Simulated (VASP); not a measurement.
WSe, 8 atoms in the cell. It takes space group F-43m (No. 216, cubic). The conventional cell has a = 5.677 Å, b = 5.677 Å, c = 5.677 Å, α = 90.00°, β = 90.00°, γ = 90.00°. W (site symmetry -43m) has 4 Se at 2.46 Å within 3.2 Å. Se (site symmetry -43m) has 4 W at 2.46 Å within 3.2 Å. 

```yaml
Program: VASP 6.6.1
Task: single point
Functional: PBE
Potentials_or_basis: VASP PAW PBE potentials, release 64 (W_sv, Se)
Cutoff: 520 eV
k_mesh: 6 × 4 × 4
Occupations: gaussian, width 0.2 eV
Spin: collinear spin
Starting_moments: "[0.87, 0.87, 0.87, 0.87, 0.0, 0.0, 0.0, 0.0] μB"
Dipole_correction: no
Further_INCAR_settings: ALGO = Normal; EDIFF = 1e-06; NBANDS = 54
```

Potentials or basis: VASP PAW PBE potentials, release 64 (W_sv, Se).

The run is started by

```sh
$ cat potpaw_PBE.64/W_sv/POTCAR potpaw_PBE.64/Se/POTCAR > POTCAR
$ mpirun -np 1 vasp_std > vasp.out
```

Hardware: 1 thread of Intel(R) Xeon(R) 6975P-C (Granite Rapids), on a shared host.

**Question.** How long does it take, and how much memory?

**Answer.** It took 5.7 min on 1 thread of Intel(R) Xeon(R) 6975P-C (Granite Rapids), with other jobs on the host, peak memory 0.59 GiB. Counts: scf iterations 16, k points 28.
